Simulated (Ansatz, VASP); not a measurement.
# ZnS: VASP beside Ansatz

```
Zn S
1.0
     1.90307    1.09874    9.35195
    -1.90307    1.09874    9.35195
     0.00000   -2.19748    9.35195
Zn S
3 3
Direct
  0.99997 0.99997 0.99997
  0.22227 0.22227 0.22227
  0.44461 0.44461 0.44461
  0.08327 0.08327 0.08327
  0.52784 0.52784 0.52784
  0.30536 0.30536 0.30536
```

Alike in both runs: task single point; functional PBEsol; k mesh 6 × 6 × 6; no spin polarisation.

|  | VASP | Ansatz |
| --- | --- | --- |
| version | VASP 6.6.1 | Ansatz 0.2.0 |
| potentials or method | VASP PAW PBE potentials, release 64 (Zn, S) | plane waves, PAW |
| plane-wave cutoff (eV) | 500 | 420 |
| occupations | gaussian, width 0.01 eV | fixed |
| valence electrons in the cell | 54 | 54 |

Ansatz gave:

```
pressure (GPa) : -1.3
```

Question: Estimate VASP's values.

Answer: Pressure (GPa): -1.1.

VASP's potentials were made for PBE, not for PBEsol.
